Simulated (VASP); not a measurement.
Input of a VASP 6.6.1 run:

Contents of INCAR:

```
ALGO = Normal
EDIFF = 1E-7
ENCUT = 520
GGA = PS
ISIF = 2
ISMEAR = -1
LASPH = True
LCHARG = True
LELF = True
LREAL = False
LVHAR = True
LWAVE = False
NBANDS = 13
NELM = 60
PREC = Accurate
SIGMA = 0.1
```

Contents of KPOINTS:

```
k-points
0
Gamma
  15 15 15
```

File POSCAR:

```
Ge
1.0
    2.5547908195      0.0000000000      0.0000000000
    0.0000000000      2.5547908195      0.0000000000
    0.0000000000      0.0000000000      2.5547908195
Ge
1
Direct
    0.0000000000      0.0000000000      0.0000000000
```

Potentials or basis: VASP PAW PBE potentials, release 64 (Ge_d).

Command:

```bash
$ cat potpaw_PBE.64/Ge_d/POTCAR > POTCAR
$ mpirun -np 1 vasp_std > vasp.out
```

Question: What does it give for the pressure?

Answer: 13.4 GPa.

Question: Predict the band gap on the k mesh.

Answer: Zero (band 7 reaches 15.33 eV, above the bottom of band 8 at 5.08 eV).

Caveat: the PAW data sets were made with another functional, which shifts forces and pressure a little.
